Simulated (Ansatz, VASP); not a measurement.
# Two plane-wave programs on Ta2Ga

```
Ta Ga
1.0
     0.00000    3.71751    3.71751
     3.71751    0.00000    3.71751
     3.71751    3.71751    0.00000
Ta Ga
4 2
Direct
  0.62500 0.62500 0.62500
  0.12500 0.62500 0.62500
  0.62500 0.62500 0.12500
  0.62500 0.12500 0.62500
  0.00000 0.00000 0.00000
  0.25000 0.25000 0.25000
```

Alike in both runs: task single point; functional PBE; k mesh 4 × 4 × 4; occupations gaussian, width 0.1 eV; no spin polarisation.

|  | VASP | Ansatz |
| --- | --- | --- |
| version | VASP 6.6.1 | Ansatz 0.2.0 |
| potentials or method | VASP PAW PBE potentials, release 64 (Ta_pv, Ga_d), cutoff 520 eV | scalar-relativistic, plane waves, PAW |
| valence electrons in the cell | 70 | 78 |

|  | VASP | Ansatz | Ansatz less VASP |
| --- | --- | --- | --- |
| gap on the k mesh at the Fermi level (eV) | none | none | - |
| pressure (GPa) | 21.2 | 20.9 | -0.37 |

A gap of «none» marks a metal or a gap that the smearing closes. With one functional, cell and mesh, what is left measures potentials, basis and numerics. VASP's potentials hold 70 valence electrons a cell and Ansatz's 78, so a difference there can come from the potentials and not from the codes.

The k mesh is coarse, so the values compare programs but aren't converged. Spin-orbit coupling is off throughout.
